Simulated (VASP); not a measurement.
Here is a VASP 6.6.1 calculation.

Contents of INCAR:

```
PREC     = Accurate       # precision mode
ENCUT    = 520            # plane-wave cutoff, eV
EDIFF    = 1E-6           # SCF threshold, eV
ISMEAR   = -1             # smearing method
SIGMA    = 0.1            # smearing width, eV
LREAL    = False          # projectors in reciprocal space
LASPH    = True           # aspherical terms in the spheres
NELM     = 150            # most SCF steps
ALGO     = Normal         # electronic algorithm
ISIF     = 2              # what is computed and relaxed
LWAVE    = False          # write WAVECAR
LCHARG   = False          # write CHGCAR
ISPIN    = 2              # spin polarisation
MAGMOM   = 1.5            # initial moments
LORBIT   = 11             # projections on sites
LMAXMIX  = 4              # l up to which the mixer works
GGA      = PE             # functional
IVDW     = 12             # dispersion correction
NBANDS   = 15             # bands
```

Contents of KPOINTS:

```
Automatic mesh
0
Gamma
  14 14 14
```

File POSCAR:

```
Ni
1.0
    0.0000000000      1.7259719484      1.7259719484
    1.7259719484      0.0000000000      1.7259719484
    1.7259719484      1.7259719484      0.0000000000
Ni
1
Direct
    0.0000000000      0.0000000000      0.0000000000
```

Potentials or basis: VASP PAW PBE potentials, release 64 (Ni).

Launch:

```sh
$ cat potpaw_PBE.64/Ni/POTCAR > POTCAR
$ mpirun -np 1 vasp_std > vasp.out
```

(1) Estimate the net moment.

(2) Estimate the pressure.

(3) What does it give for the site moments?

(4) Predict the dispersion energy per atom.

Results:

(1) 0.57 μB per cell.

(2) 5.3 GPa.

(3) Ni +0.57 μB.

(4) -0.490 eV.

Caveat: three body term missing; pairwise dispersion overbinds metals, which lowers pressure and volume.
